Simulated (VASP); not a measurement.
Wanted: the native input for a VASP 6.6.1 run.

| Item | Value |
| --- | --- |
| Task | single point |
| Functional | PBE |
| Potentials or basis | VASP PAW PBE potentials, release 64 (Ga_d, N) |
| Cutoff | 520 eV |
| k mesh | 10 × 10 × 10 |
| Occupations | gaussian, width 0.01 eV |
| Spin | no spin polarisation |
| Dipole correction | no |
| Further INCAR settings | ALGO = Normal; EDIFF = 1e-06; NBANDS = 16 |

The structure of GaN lies in POSCAR:

```
GaN
1.0
    0.0000000000      2.2880582823      2.2880582823
    2.2880582823      0.0000000000      2.2880582823
    2.2880582823      2.2880582823      0.0000000000
Ga N
1 1
Direct
    0.0000000000      0.0000000000      0.0000000000
    0.7500000000      0.7500000000      0.7500000000
```

The input as run:

INCAR

```
SYSTEM = GaN
PREC = Accurate
ENCUT = 520
EDIFF = 1E-6
ISMEAR = 0
SIGMA = 0.01
LREAL = .False.
LASPH = .True.
NELM = 80
ALGO = Normal
ISIF = 2
LWAVE = .False.
LCHARG = .True.
GGA = PE
LELF = .True.
LVHAR = .True.
NBANDS = 16
```

KPOINTS

```
regular mesh
0
Gamma
  10 10 10
  0 0 0
```

Potentials or basis: VASP PAW PBE potentials, release 64 (Ga_d, N).

The run is started by

```bash
$ cat potpaw_PBE.64/Ga_d/POTCAR potpaw_PBE.64/N/POTCAR > POTCAR
$ mpirun -np 1 vasp_std > vasp.out
```

Results of the run:

```yaml
Pressure: -2.9 GPa
Band_gap_on_the_k_mesh: 1.43 eV, direct
```

It took 17 s on 1 thread of Intel(R) Xeon(R) Platinum 8488C (Sapphire Rapids), on a shared host, peak memory 0.14 GiB.
